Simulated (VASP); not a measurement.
Input of a VASP 6.6.1 run:

File INCAR:

```
SYSTEM = GaN
PREC = Accurate
ENCUT = 520
EDIFF = 1E-8
ISMEAR = 0
SIGMA = 0.01
LREAL = .FALSE.
LASPH = .TRUE.
NELM = 100
ALGO = Normal
ISIF = 2
LWAVE = .FALSE.
LCHARG = .TRUE.
GGA = CA
IBRION = 8
NSW = 1
```

File KPOINTS:

```
regular mesh
0
G
  10 10 10
  0 0 0
```

The input POSCAR:

```
GaN
1.0
    2.2277045003      2.2277045003      0.0000000000
   -2.2277045003      2.2277045003      0.0000000000
    0.0000000000      2.2277045003      2.2277045003
Ga N
1 1
Direct
    0.0000000000      0.0000000000      0.0000000000
    0.2500000000      0.7500000000      0.5000000000
```

Potentials or basis: VASP PAW LDA potentials, release 64 (Ga_d, N).

Run with:

```bash
$ cat potpaw_LDA.64/Ga_d/POTCAR potpaw_LDA.64/N/POTCAR > POTCAR
$ mpirun -np 1 vasp_std > vasp.out
```

Q: Estimate the highest phonon frequency at Γ, LO-TO splitting left out.

A: 558 cm⁻¹.

Phonon frequencies in cm⁻¹ (negative: imaginary):
| q point | frequencies |
| --- | --- |
| (0.000, 0.000, 0.000) | 0 0 0 558 558 558 |

Caveat: the cell wasn't relaxed at this level first, which shifts response properties.
